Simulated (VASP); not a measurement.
A run of VASP 6.6.1 is set up as follows.

The input INCAR:

```
SYSTEM = CsSnI3
ALGO     = Normal         ! electronic algorithm
EDIFF    = 1E-6           ! SCF threshold, eV
ENCUT    = 500            ! plane-wave cutoff, eV
GGA      = PS             ! functional
GGA_COMPAT= .False.      
ISIF     = 2              ! what is computed and relaxed
ISMEAR   = -1             ! smearing method
IVDW     = 12             ! dispersion correction
LASPH    = .True.         ! aspherical terms in the spheres
LCHARG   = .False.        ! write CHGCAR
LREAL    = .False.        ! projectors in reciprocal space
LWAVE    = .False.        ! write WAVECAR
NBANDS   = 30             ! bands
NELM     = 120            ! most SCF steps
PREC     = Accurate       ! precision mode
SIGMA    = 0.05           ! smearing width, eV
```

KPOINTS

```
k-points
0
Gamma
  5 5 5
  0 0 0
```

Contents of POSCAR:

```
CsSnI3
1.0
    6.2057000000      0.0000000000      0.0000000000
    0.0000000000      6.2057000000      0.0000000000
    0.0000000000      0.0000000000      6.2057000000
Cs I Sn
1 3 1
Direct
    0.0000000000      0.0000000000      0.0000000000
    0.5000000000      0.5000000000      0.0000000000
    0.5000000000      0.0000000000      0.5000000000
    0.0000000000      0.5000000000      0.5000000000
    0.5000000000      0.5000000000      0.5000000000
```

Potentials or basis: VASP PAW PBE potentials, release 64 (Cs_sv, I, Sn_d).

Command:

```bash
$ cat potpaw_PBE.64/Cs_sv/POTCAR potpaw_PBE.64/I/POTCAR potpaw_PBE.64/Sn_d/POTCAR > POTCAR
$ mpirun -np 1 vasp_std > vasp.out
```

(1) Estimate the dispersion energy per atom.

(2) What does it give for the pressure?

(3) Estimate the band gap on the k mesh.

## Answers

(1) -0.248 eV.

(2) -1.5 GPa.

(3) 1.72 eV, direct.

Caveat: three body term missing; the PAW data sets were made with another functional, which shifts forces and pressure a little; spin-orbit coupling is left out, which moves the levels of the heavy elements.
